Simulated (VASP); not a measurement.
Co: single point with r2SCAN

Co:

```xyz
2
Lattice="2.3932 0.0000 0.0000 -1.1966 2.0726 0.0000 0.0000 0.0000 3.8689" Properties=species:S:1:pos:R:3 pbc="T T T"
Co    1.1966    0.6909    2.9016
Co    0.0000    1.3817    0.9672
```

| Quantity | Value |
| --- | --- |
| Program | VASP 6.6.1 |
| Task | single point |
| Functional | r2SCAN |
| Potentials or basis | VASP PAW PBE potentials, release 64 (Co) |
| Cutoff | 520 eV |
| k mesh | 12 × 12 × 7 |
| Occupations | fermi-dirac, width 0.05 eV |
| Spin | collinear spin, ferromagnetic start |
| Starting moments | [2.0, 2.0] μB |
| Dipole correction | no |
| Further INCAR settings | ALGO = Normal; EDIFF = 1e-07; NBANDS = 20 |

```
Pressure                                              : 29.8 GPa
Net moment                                            : 3.35 μB per cell
Site moments                                          : Co +1.71 μB
Valence electrons inside the program's atomic spheres : Co 8.57
```

Stress tensor (GPa, compression positive):
```
29.87  0.00  0.00
 0.00 29.87  0.00
 0.00  0.00 29.75
```

Levels at points of the mesh, in eV from the Fermi level:
Spin up:
```csv
k point,band 7,band 8,band 9,band 10,band 11,band 12,band 13,band 14,band 15,band 16
"(0.00, 0.00, 0.00)",-3.11,-2.70,-2.70,-1.37,-1.37,-0.24,7.42,23.78,27.36,27.68
"(0.50, 0.00, 0.00)",-2.96,-1.20,-1.10,-1.02,1.29,3.78,10.89,11.80,14.01,15.92
```
Spin down:
```
           k point  band 3  band 4  band 5  band 6  band 7  band 8  band 9  band 10  band 11  band 12
(0.00, 0.00, 0.00)   -1.14   -1.10   -1.10   -0.74   -0.63   -0.63   -0.10    -0.10     1.42     1.42
(0.50, 0.00, 0.00)   -4.11   -2.55   -1.30   -1.28   -0.72    1.58    1.75     1.79     3.05     5.07
```

Run time: 3.1 min on 1 thread of Intel(R) Xeon(R) Platinum 8488C (Sapphire Rapids), with other jobs on the host, peak memory 0.17 GiB.

Caveat: the cell stands under pressure; the PAW data sets were made with another functional, which shifts forces and pressure a little.
